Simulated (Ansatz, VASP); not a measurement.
## Two plane-wave programs on Na

```
Na
1.0
     0.00000    3.58849    3.58849
     3.58849    0.00000    3.58849
     3.58849    3.58849    0.00000
Na
2
Direct
  0.87500 0.87500 0.87500
  0.12500 0.12500 0.12500
```

Alike in both runs: task relaxation of cell and atoms; functional PBE; k mesh 9 × 9 × 9; occupations fermi-dirac, width 0.05 eV; no spin polarisation.

|  | VASP | Ansatz |
| --- | --- | --- |
| version | VASP 6.6.1 | Ansatz 0.2.0 |
| potentials or method | VASP PAW PBE potentials, release 64 (Na_pv) | PAW with Ansatz's default frozen-core files, scalar-relativistic |
| plane-wave cutoff (eV) | 500 | 420 |
| valence electrons in the cell | 14 | 18 |

```tsv
	VASP	Ansatz	Ansatz less VASP
relaxed volume (Å³/atom)	53.49	54.14	+0.652
relaxed cell length with the largest relative difference (Å)	5.328	5.350	+0.0216
```

VASP's potentials hold 14 valence electrons a cell and Ansatz's 18, so a difference there can come from the potentials and not from the codes.

Noted on VASP's run: the volume moved by over 15 % at a fixed basis, so the end points are rough.
